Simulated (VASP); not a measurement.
# GaO (P-6m2) in VASP: further runs, part 2 of 2

VASP 6.6.1. The steps go on from the part before.

### 3 Single point, PBEsol

This run uses another cell than the first one, of 13.56 Å³/atom.

Input file INCAR:

```
  ALGO = Normal
  EDIFF = 1E-6
  ENCUT = 520
  GGA = PS
  ISIF = 2
  ISMEAR = 0
  LASPH = True
  LCHARG = False
  LREAL = False
  LWAVE = False
  NBANDS = 48
  NELM = 60
  PREC = Accurate
  SIGMA = 0.1
```

Input file KPOINTS:

```
k-points
0
Gamma
  6 6 2
```

Input file POSCAR:

```
GaO
1.0
    3.0608122816      0.0000000000      0.0000000000
   -1.5304061408      2.6507411920      0.0000000000
    0.0000000000      0.0000000000     13.3693346141
Ga O
4 4
Direct
    0.3333333333      0.6666666667      0.4074942440
    0.3333333333      0.6666666667      0.5925057560
    0.0000000000      0.0000000000      0.0925128172
    0.0000000000      0.0000000000      0.9074871828
    0.6666666667      0.3333333333      0.1469383585
    0.6666666667      0.3333333333      0.8530616415
    0.0000000000      0.0000000000      0.3529593221
    0.0000000000      0.0000000000      0.6470406779
```

Potentials or basis: VASP PAW PBE potentials, release 64 (Ga_d, O).

Launch:

```sh
$ cat potpaw_PBE.64/Ga_d/POTCAR potpaw_PBE.64/O/POTCAR > POTCAR
$ mpirun -np 1 vasp_std > vasp.out
```

OUTCAR:

```text
EDIFF = 1E-6
   ENCUT = 520
   GGA = PS
   ISIF = 2
   ISMEAR = 0
   LASPH = True
   LREAL = False
   NELM = 60
   PREC = Accurate

 ion  position               nearest neighbor table
   1  0.333  0.667  0.407-   7 1.91   7 1.91   7 1.91   2 2.47
   2  0.333  0.667  0.593-   8 1.91   8 1.91   8 1.91   1 2.47
   3  0.000  0.000  0.093-   5 1.91   5 1.91   5 1.91   4 2.47
   4  0.000  0.000  0.907-   6 1.91   6 1.91   6 1.91   3 2.47
   5  0.667  0.333  0.147-   3 1.91   3 1.91   3 1.91
   6  0.667  0.333  0.853-   4 1.91   4 1.91   4 1.91
   7  0.000  0.000  0.353-   1 1.91   1 1.91   1 1.91
   8  0.000  0.000  0.647-   2 1.91   2 1.91   2 1.91

  LATTYP: Found a hexagonal cell.
 ALAT       =     3.0608122816
 C/A-ratio  =     4.3679041327

  Lattice vectors:

 A1 = (   3.0608122816,   0.0000000000,   0.0000000000)
 A2 = (  -1.5304061408,   2.6507411920,   0.0000000000)
 A3 = (   0.0000000000,   0.0000000000,  13.3693346141)

[... 177 lines left out ...]

 val. band max:        3.0817994660   @ k =   0.1667   0.0000   0.0000
 cond. band min:       4.3291449482   @ k =   0.0000   0.0000   0.0000
 fundamental gap:      1.2473454822
 Fermi energy:         3.5692087609

 k-point     1 :       0.0000    0.0000    0.0000
  band No.  band energies     occupation
      1     -15.8977      2.00000
      2     -15.8216      2.00000
      3     -15.7518      2.00000
      4     -15.6726      2.00000
      5     -10.6646      2.00000
      6     -10.6646      2.00000
[... 703 lines left out ...]
     47      12.1004      0.00000
     48      12.3997      0.00000

------------------------ aborting loop because EDIFF is reached ----------------------------------------

  FORCE on cell =-STRESS in cart. coord.  units (eV):
  Direction    XX          YY          ZZ          XY          YZ          ZX
  --------------------------------------------------------------------------------------
  -------------------------------------------------------------------------------------
  Total        0.2300521      0.2300521      0.0375018      0.0000000     -0.0000000      0.0000000
  in kB        3.3979966      3.3979966      0.5539217      0.0000000     -0.0000000      0.0000000
  external PRESSURE =       2.4499716 kB  Pullay stress =       0.0000000 kB

 VOLUME and BASIS-vectors are now :
 -----------------------------------------------------------------------------
  energy-cutoff  :      520.00
  volume of cell :      108.47
      direct lattice vectors                 reciprocal lattice vectors
     3.060812282  0.000000000  0.000000000     0.326710660  0.188626487  0.000000000
    -1.530406141  2.650741192  0.000000000     0.000000000  0.377252975  0.000000000
     0.000000000  0.000000000 13.369334614     0.000000000  0.000000000  0.074798038

 POSITION                                       TOTAL-FORCE (eV/Angst)
 -----------------------------------------------------------------------------------
     -0.00000      1.76716      5.44793         0.000000     -0.000000      0.024704
     -0.00000      1.76716      7.92141         0.000000     -0.000000     -0.024704
      0.00000      0.00000      1.23683        -0.000000      0.000000     -0.025023
      0.00000      0.00000     12.13250        -0.000000      0.000000      0.025023
      1.53041      0.88358      1.96447         0.000000      0.000000      0.025257
      1.53041      0.88358     11.40487        -0.000000      0.000000     -0.025257
      0.00000      0.00000      4.71883         0.000000     -0.000000     -0.025847
      0.00000      0.00000      8.65050         0.000000      0.000000      0.025847
 -----------------------------------------------------------------------------------
    total drift:                                0.000002     -0.000001     -0.000000

  FREE ENERGIE OF THE ION-ELECTRON SYSTEM (eV)
  ---------------------------------------------------
  free  energy   TOTEN  =       -46.1024722283 eV

  energy  without entropy=      -46.1024722283  energy(sigma->0) =      -46.10247223
```

stdout:

```text
POSCAR found type information on POSCAR GaO
 POSCAR found :  2 types and       8 ions
 scaLAPACK will be used
 -----------------------------------------------------------------------------
|                                                                             |
|                                                                             |
|     You enforced a specific xc type in the INCAR file but a different       |
|     I HOPE YOU KNOW WHAT YOU ARE DOING!                                     |
|                                                                             |
 -----------------------------------------------------------------------------

 LDA part: xc-table for (Slater+PW92), standard interpolation
 POSCAR, INCAR and KPOINTS ok, starting setup
 FFT: planning ... GRIDC
 FFT: planning ... GRID_SOFT
 FFT: planning ... GRID
 WAVECAR not read
 entering main loop
```

Run time: 1.9 min. Hardware: 1 thread of Intel Xeon Platinum 8259CL at 2.50GHz (Skylake/Cascade Lake), shared host; peak memory 0.24 GiB.

What came out:

| Quantity | Value |
| --- | --- |
| Free energy | -46.1025 eV |
| Pressure | 0.2 GPa |
| Largest force | 0.026 eV/Å |
| Band gap on the k mesh | 1.25 eV (least direct gap 1.34 eV) |

Forces on the atoms (eV/Å):
```
Ga   0.000  0.000  0.025
Ga   0.000  0.000 -0.025
Ga   0.000  0.000 -0.025
Ga   0.000  0.000  0.025
O    0.000  0.000  0.025
O    0.000  0.000 -0.025
O    0.000  0.000 -0.026
O    0.000  0.000  0.026
```

Caveat: the PAW data sets were made with another functional, which shifts forces and pressure a little. A k mesh can miss the band edges.

### 4 Single point, PBEsol

This run uses another cell than the first one, of 13.59 Å³/atom.

Input file INCAR:

```
PREC = Accurate
ENCUT = 520
EDIFF = 1E-7
ISMEAR = 0
SIGMA = 0.02
LREAL = F
LASPH = T
NELM = 80
ALGO = Normal
ISIF = 2
LWAVE = F
LCHARG = F
GGA = PS
NBANDS = 48
```

Input file KPOINTS:

```
regular mesh
0
Gamma
  12 12 2
```

Input file POSCAR:

```
GaO
1.0
    3.0596780079      0.0000000000      0.0000000000
   -1.5298390039      2.6497588822      0.0000000000
    0.0000000000      0.0000000000     13.4126720894
Ga O
4 4
Direct
    0.3333333333      0.6666666667      0.4077940379
    0.3333333333      0.6666666667      0.5922059621
    0.0000000000      0.0000000000      0.0922067275
    0.0000000000      0.0000000000      0.9077932725
    0.6666666667      0.3333333333      0.1465931821
    0.6666666667      0.3333333333      0.8534068179
    0.0000000000      0.0000000000      0.3533033112
    0.0000000000      0.0000000000      0.6466966888
```

Launch:

```sh
$ cat potpaw_PBE.64/Ga_d/POTCAR potpaw_PBE.64/O/POTCAR > POTCAR
$ mpirun -np 1 vasp_std > vasp.out
```

Run time: 4.4 min. Hardware: 1 thread of Intel Xeon Platinum 8259CL at 2.50GHz (Skylake/Cascade Lake), shared host; peak memory 0.3 GiB.

It converged, with:

| Item | Value |
| --- | --- |
| Free energy | -46.1049 eV |
| Pressure | 0.2 GPa |
| Largest force | 0.015 eV/Å |
| Band gap on the k mesh | 1.26 eV (least direct gap 1.36 eV) |

Forces in eV/Å, atoms in the order of the input:
```
Ga   0.000  0.000  0.015
Ga   0.000  0.000 -0.015
Ga   0.000  0.000 -0.014
Ga   0.000  0.000  0.014
O    0.000  0.000  0.015
O    0.000  0.000 -0.015
O    0.000  0.000 -0.015
O    0.000  0.000  0.015
```

Stress tensor (GPa, compression positive):
```
 0.34  0.00  0.00
 0.00  0.34  0.00
 0.00  0.00 -0.04
```

Levels at points of the mesh, in eV from the valence-band top:
```
           k point  band 34  band 35  band 36  band 37  band 38  band 39  band 40  band 41  band 42  band 43
(0.00, 0.00, 0.00)    -2.07    -2.03    -2.03    -1.26    -0.10     1.26     2.22     4.48     4.89     8.82
(0.50, 0.00, 0.00)    -3.07    -2.56    -2.30    -0.46    -0.32     2.66     2.89     5.48     5.61     6.59
(0.00, 0.00, 0.50)    -2.06    -2.03    -2.03    -0.75    -0.67     1.76     1.84     4.66     4.74     9.14
(0.50, 0.00, 0.50)    -3.09    -2.46    -2.40    -0.41    -0.34     2.71     2.81     5.54     5.60     6.61
```

Caveat: the PAW data sets were made with another functional, which shifts forces and pressure a little. A k mesh can miss the band edges.

### 5 Relaxation of cell and atoms, PBEsol

Input file INCAR:

```
SYSTEM = GaO
PREC     = Accurate       ! precision mode
ENCUT    = 600            ! plane-wave cutoff, eV
EDIFF    = 1E-6           ! SCF threshold, eV
ISMEAR   = 0              ! smearing method
SIGMA    = 0.1            ! smearing width, eV
LREAL    = .False.        ! projectors in reciprocal space
LASPH    = .True.         ! aspherical terms in the spheres
NELM     = 60             ! most SCF steps
ALGO     = Normal         ! electronic algorithm
ISIF     = 3              ! what is computed and relaxed
LWAVE    = .False.        ! write WAVECAR
LCHARG   = .False.        ! write CHGCAR
GGA      = PS             ! functional
IBRION   = 2              ! ionic algorithm
NSW      = 100            ! ionic steps
EDIFFG   = -0.05          ! ionic threshold
```

Input file KPOINTS:

```
regular mesh
0
Gamma
  6 6 2
  0 0 0
```

Input file POSCAR:

```
GaO
1.0
    3.0748270013      0.0000000000      0.0000000000
   -1.5374135007      2.6628782954      0.0000000000
    0.0000000000      0.0000000000     13.0772611570
Ga O
4 4
Direct
    0.3333333333      0.6666666667      0.4250000000
    0.3333333333      0.6666666667      0.5750000000
    0.0000000000      0.0000000000      0.0750000000
    0.0000000000      0.0000000000      0.9250000000
    0.6666666667      0.3333333333      0.1500000000
    0.6666666667      0.3333333333      0.8500000000
    0.0000000000      0.0000000000      0.3500000000
    0.0000000000      0.0000000000      0.6500000000
```

Launch:

```sh
$ cat potpaw_PBE.64/Ga_d/POTCAR potpaw_PBE.64/O/POTCAR > POTCAR
$ mpirun -np 1 vasp_std > vasp.out
```

Wall time 18 min (1 thread of Intel Xeon Platinum 8259CL at 2.50GHz (Skylake/Cascade Lake), shared host); peak memory 0.31 GiB.

The run converged. Its results:

```
Free energy                           : -46.1072 eV
Relaxed volume                        : 13.71 Å³/atom
Relaxed cell                          : a = 3.060 Å, b = 3.060 Å, c = 13.528 Å, α = 90.00°, β = 90.00°, γ = 120.00°
Space group after relaxing (to 0.1 Å) : P-6m2 (No. 187)
Energy gained by relaxing             : 569.1 meV/atom
Ionic steps                           : 9
Pressure after relaxing               : -0.1 GPa
Largest force after relaxing          : 0.024 eV/Å
Band gap on the k mesh                : 1.29 eV (least direct gap 1.41 eV)
```

Forces in eV/Å, atoms in the order of the input:
```
Ga   0.000  0.000  0.020
Ga   0.000  0.000 -0.020
Ga   0.000  0.000 -0.024
Ga   0.000  0.000  0.024
O    0.000  0.000  0.017
O    0.000  0.000 -0.017
O    0.000  0.000 -0.018
O    0.000  0.000  0.018
```

Stress tensor (GPa, compression positive):
```
 0.03  0.00  0.00
 0.00  0.03  0.00
 0.00  0.00 -0.32
```

The path:
| step | energy change (eV) | largest force (eV/Å) | pressure (GPa) | volume (Å³) |
| --- | --- | --- | --- | --- |
| 1 | 0.0000 | 11.2569 | 4.54 | 107.08 |
| 2 | 2.5815 | 4.9045 | 37.33 | 111.84 |
| 3 | -4.4432 | 0.9217 | 2.67 | 109.07 |
| 4 | -4.5096 | 0.4600 | 1.81 | 108.91 |
| 5 | -4.5347 | 0.1248 | 0.96 | 108.74 |
| 6 | -4.5495 | 0.1198 | -0.45 | 109.85 |
| 7 | -4.5501 | 0.1167 | -0.75 | 110.10 |
| 8 | -4.5527 | 0.0689 | 0.18 | 109.56 |
| 9 | -4.5532 | 0.0241 | -0.08 | 109.71 |

Final structure:
```
Ga O
1.0
     3.06014    0.00000    0.00000
    -1.53007    2.65016    0.00000
     0.00000    0.00000   13.52759
Ga O
4 4
Direct
  0.33333 0.66667 0.40852
  0.33333 0.66667 0.59148
  0.00000 0.00000 0.09151
  0.00000 0.00000 0.90849
  0.66667 0.33333 0.14543
  0.66667 0.33333 0.85457
  0.00000 0.00000 0.35452
  0.00000 0.00000 0.64548
```

Levels at points of the mesh, in eV from the valence-band top:
```tsv
k point	band 34	band 35	band 36	band 37	band 38	band 39	band 40	band 41	band 42	band 43
(0.00, 0.00, 0.00)	-2.05	-2.01	-2.01	-1.21	-0.11	1.29	2.21	4.49	4.90	8.78
(0.50, 0.00, 0.00)	-3.05	-2.52	-2.28	-0.42	-0.29	2.69	2.90	5.51	5.63	6.62
(0.00, 0.00, 0.50)	-2.05	-2.01	-2.01	-0.73	-0.65	1.77	1.83	4.67	4.74	9.12
(0.50, 0.00, 0.50)	-3.07	-2.43	-2.38	-0.38	-0.32	2.74	2.83	5.56	5.62	6.63
```

Caveat: the PAW data sets were made with another functional, which shifts forces and pressure a little; the relaxation stopped at a loose force limit of 0.05 eV/Å, so its end isn't a converged minimum.

### 6 The runs side by side

| task | cell | k mesh | cutoff (eV) | smearing | gap on the mesh (eV) | pressure (GPa) | largest force (eV/Å) |
| --- | --- | --- | --- | --- | --- | --- | --- |
| single point | a = 3.075, b = 3.075, c = 13.077 Å, angles 90.0, 90.0, 120.0°, 8 atoms, atomic positions A | 6 × 6 × 2 | 520 | gaussian 0.1 eV | 1.66 | 4.7 | 11.26 |
| single point | a = 3.061, b = 3.061, c = 13.369 Å, angles 90.0, 90.0, 120.0°, 8 atoms, atomic positions B | 6 × 6 × 2 | 520 | gaussian 0.1 eV | 1.25 | 0.2 | 0.03 |
| single point | a = 3.060, b = 3.060, c = 13.413 Å, angles 90.0, 90.0, 120.0°, 8 atoms, atomic positions B | 12 × 12 × 2 | 520 | gaussian 0.02 eV | 1.26 | 0.2 | 0.02 |
| relaxation of cell and atoms | relaxed from a = 3.075, b = 3.075, c = 13.077 Å, angles 90.0, 90.0, 120.0°, 8 atoms, atomic positions A | 6 × 6 × 2 | 600 | gaussian 0.1 eV | 1.29 | -0.1 | 0.02 |

Alike in all rows: level PBEsol; potentials or basis VASP PAW PBE potentials, release 64 (Ga_d, O); no spin polarisation.

Caveats: the PAW data sets were made with another functional, which shifts forces and pressure a little; the cell stands under pressure (at least some runs); the relaxation stopped at a loose force limit of 0.05 eV/Å, so its end isn't a converged minimum (at least some runs).

Absolute energies hang on the potentials; compare differences alone.
